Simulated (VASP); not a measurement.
A run of VASP 6.6.1 is set up as follows.

Contents of INCAR:

```
SYSTEM = V
  PREC = Accurate
  ENCUT = 520
  EDIFF = 1E-7
  ISMEAR = -1
  SIGMA = 0.05
  LREAL = .FALSE.
  LASPH = .TRUE.
  NELM = 60
  ALGO = Normal
  ISIF = 2
  LWAVE = .FALSE.
  LCHARG = .FALSE.
  GGA = PS
  NBANDS = 20
```

The input KPOINTS:

```
Automatic mesh
0
G
  10 10 10
  0 0 0
```

Contents of POSCAR:

```
V
1.0
    0.0000000000      2.5635698487      2.5635698487
    2.5635698487      0.0000000000      2.5635698487
    2.5635698487      2.5635698487      0.0000000000
V
2
Direct
   -0.1250000000     -0.1250000000     -0.1250000000
    0.1250000000      0.1250000000      0.1250000000
```

Potentials or basis: VASP PAW PBE potentials, release 64 (V_sv).

Run with:

```bash
$ cat potpaw_PBE.64/V_sv/POTCAR > POTCAR
$ mpirun -np 1 vasp_std > vasp.out
```

**Question.** Predict the band gap on the k mesh.

**Answer.** Zero (band 13 reaches 7.56 eV, above the bottom of band 14 at 6.40 eV).

**Question.** Estimate the pressure.

**Answer.** 3.7 GPa.

Caveat: the PAW data sets were made with another functional, which shifts forces and pressure a little.
